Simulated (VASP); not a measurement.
Sn:

```xyz
1
Lattice="-1.6913 1.7393 2.2906 1.6913 -1.7393 2.2906 1.6913 1.7393 -2.2906" Properties=species:S:1:pos:R:3 pbc="T T T"
Sn    0.0000    0.0000    0.0000
```

This cell differs from its parent crystal: volume scaled by 0.94.

Base run:

- Program: VASP 6.6.1
- Functional: PBE
- Potentials or basis: VASP PAW PBE potentials, release 64 (Sn_d)
- Cutoff: 520 eV
- k mesh: 11 × 11 × 11
- Occupations: fermi-dirac, width 0.05 eV
- Spin: no spin polarisation

Its results: band gap on the k mesh zero (band 7 reaches 15.77 eV, above the bottom of band 8 at 6.32 eV); pressure 2.1 GPa.

Question: The run is repeated on the same cell with these changes: functional from PBE to PBE0; k mesh from 11 × 11 × 11 to 6 × 6 × 6. What comes out?

Answer: Band gap on the k mesh zero (band 7 reaches 16.95 eV, above the bottom of band 8 at 5.54 eV); pressure 1.3 GPa.

Several settings changed at once, so the effect can't be laid on one alone.

Caveats: some runs use coarse meshes; spin-orbit coupling is left out, which moves the levels of the heavy elements; the PAW data sets were made with another functional, which shifts forces and pressure a little (some runs).
